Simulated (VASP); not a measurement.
Here is a VASP 6.6.1 calculation.

POSCAR

```
Al7GaP8
1.0
   -2.7376468300     -5.4755537677     -2.7377198012
   -5.4753253945      2.7377388366      2.7378276303
    0.0000448389      5.4757110037     -5.4757989134
Ga Al P
1 7 8
Direct
    0.4999792581      0.2500134883      0.8750146025
    0.4999105385      0.2497761324      0.3749725502
    0.0002773450      0.0000359816      0.5001189207
    0.0001410412      0.0002656980     -0.0000254242
    0.4997047551      0.7499342723      0.6251194330
    0.0001537983      0.4998970922      0.7502401493
    0.4999127795      0.7501936345      0.1247814886
   -0.0000804440      0.4998846204      0.2497751673
    0.6251100092      0.4374659153      0.6563411308
    0.1251363765      0.1875402253      0.7812776609
    0.6249798338      0.4376065079      0.1561954060
    0.1249944356      0.1874834383      0.2812452981
    0.6250605198      0.9376840256      0.9061473807
    0.6251395898      0.9372998620      0.4064028262
    0.1246597601      0.6873062309      0.5311724999
    0.1249204036      0.6876128751      0.0312209101
```

Contents of INCAR.step1:

```
SYSTEM = Al7GaP8
ALGO = Normal ; EDIFF = 1E-5
ENCUT = 550 ; GGA = PE
GGA_COMPAT = .FALSE. ; ISMEAR = 0
LASPH = .TRUE. ; LCHARG = .FALSE.
LREAL = .FALSE. ; LWAVE = .TRUE.
NBANDS = 51 ; NELM = 120
PREC = Accurate ; SIGMA = 0.02
```

File INCAR.step2:

```
SYSTEM = Al7GaP8
ALGO = Normal ; EDIFF = 1E-6
ENCUT = 550 ; GGA_COMPAT = .FALSE.
ISIF = 2 ; ISMEAR = 0
ISTART = 1 ; LASPH = .TRUE.
LCHARG = .FALSE. ; LMIXTAU = .TRUE.
LREAL = .FALSE. ; LWAVE = .FALSE.
METAGGA = R2SCAN ; NBANDS = 51
NELM = 120 ; PREC = Accurate
SIGMA = 0.02
```

The input KPOINTS:

```
k-points
0
G
  4 4 4
  0 0 0
```

Potentials or basis: VASP PAW PBE potentials, release 64 (Ga_d, Al, P).

Run with:

```sh
$ cat potpaw_PBE.64/Ga_d/POTCAR potpaw_PBE.64/Al/POTCAR potpaw_PBE.64/P/POTCAR > POTCAR
$ cp INCAR.step1 INCAR
$ mpirun -np 1 vasp_std > vasp.out
$ cp INCAR.step2 INCAR
$ mpirun -np 1 vasp_std > vasp.out
```

(1) Predict the pressure.

(2) Predict the band gap on the k mesh.

(3) Predict the largest force.

Results:

(1) -0.3 GPa.

(2) 1.93 eV (least direct gap 2.36 eV).

(3) 0.023 eV/Å.

Caveat: the PAW data sets were made with another functional, which shifts forces and pressure a little.
